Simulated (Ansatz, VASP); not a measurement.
## TaN: VASP beside Ansatz

```
CELL_PARAMETERS angstrom
5.17892 0.00000 0.00000
-2.58946 4.48508 0.00000
0.00000 0.00000 2.89600
ATOMIC_POSITIONS crystal
Ta 0.33333 0.66667 0.49383
Ta 0.66667 0.33333 0.49383
Ta 0.00000 0.00000 0.01295
N 0.39337 0.00000 0.99738
N 0.60663 0.60663 0.99738
N 0.00000 0.39337 0.99738
```

Change from the starting cell: mode 4 (148.0 1/cm) frozen in, largest displacement +0.037 Å.

Alike in both runs: task single point; functional PBEsol; k mesh 12 × 12 × 16; occupations gaussian, width 0.15 eV; no spin polarisation.

|  | VASP | Ansatz |
| --- | --- | --- |
| version | VASP 6.6.1 | Ansatz 0.2.0 |
| potentials or method | VASP PAW PBE potentials, release 64 (Ta_pv, N), cutoff 520 eV | scalar-relativistic, plane waves, PAW |
| valence electrons in the cell | 48 | 54 |

```csv
,VASP,Ansatz,Ansatz less VASP
gap on the k mesh at the Fermi level (eV),none,none,-
pressure (GPa),0.9,0.0,-0.88
"traceless stress, the component that is largest in VASP (GPa)",-0.13,-0.06,+0.063
rms of the force components (eV/Å),0.155,0.155,+0.0004
```

VASP's potentials were made for PBE, not for PBEsol. Atom by atom the forces differ by 0.004 eV/Å (rms over components). A gap of «none» marks a metal or a gap that the smearing closes. With one functional, cell and mesh, what is left measures potentials, basis and numerics. VASP's potentials hold 48 valence electrons a cell and Ansatz's 54, so a difference there can come from the potentials and not from the codes.

Spin-orbit coupling is off throughout.
